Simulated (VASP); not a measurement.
Write the native input for VASP 6.6.1 that does the following.

- Task: single point
- Functional: PBE
- Potentials or basis: VASP PAW PBE potentials, release 64 (Hf_pv, B)
- Cutoff: 520 eV
- k mesh: 4 × 4 × 4
- Occupations: gaussian, width 0.1 eV
- Spin: no spin polarisation
- Dipole correction: no
- Further INCAR settings: ALGO = Normal; EDIFF = 1e-07; NBANDS = 43

The structure of Hf3B lies in POSCAR:

```
Hf3B
1.0
    5.2337917840      0.0000000000      0.0000000000
    0.0000000000      5.2337917840      0.0000000000
    0.0000000000      0.0000000000      5.2337917840
Hf B
6 2
Direct
    0.2500000000      0.0000000000      0.5000000000
    0.7500000000      0.0000000000      0.5000000000
    0.0000000000      0.5000000000      0.2500000000
    0.0000000000      0.5000000000      0.7500000000
    0.5000000000      0.7500000000      0.0000000000
    0.5000000000      0.2500000000      0.0000000000
    0.0000000000      0.0000000000      0.0000000000
    0.5000000000      0.5000000000      0.5000000000
```

One way to write it, as run:

INCAR

```
PREC = Accurate
ENCUT = 520
EDIFF = 1E-7
ISMEAR = 0
SIGMA = 0.1
LREAL = F
LASPH = T
NELM = 100
ALGO = Normal
ISIF = 2
LWAVE = F
LCHARG = F
GGA = PE
NBANDS = 43
```

KPOINTS

```
Automatic mesh
0
Gamma
  4 4 4
```

Potentials or basis: VASP PAW PBE potentials, release 64 (Hf_pv, B).

Run with:

```bash
$ cat potpaw_PBE.64/Hf_pv/POTCAR potpaw_PBE.64/B/POTCAR > POTCAR
$ mpirun -np 1 vasp_std > vasp.out
```

It gave:

| Property | Result |
| --- | --- |
| Pressure | -0.4 GPa |
| Band gap on the k mesh | zero (band 33 reaches 6.28 eV, above the bottom of band 34 at 4.80 eV) |

Caveat: spin-orbit coupling is left out, which moves the levels of the heavy elements.

Wall time 33 s on 1 thread of AMD EPYC 9R45 96-Core Processor (Zen 5), with other jobs on the host, peak memory 0.22 GiB.
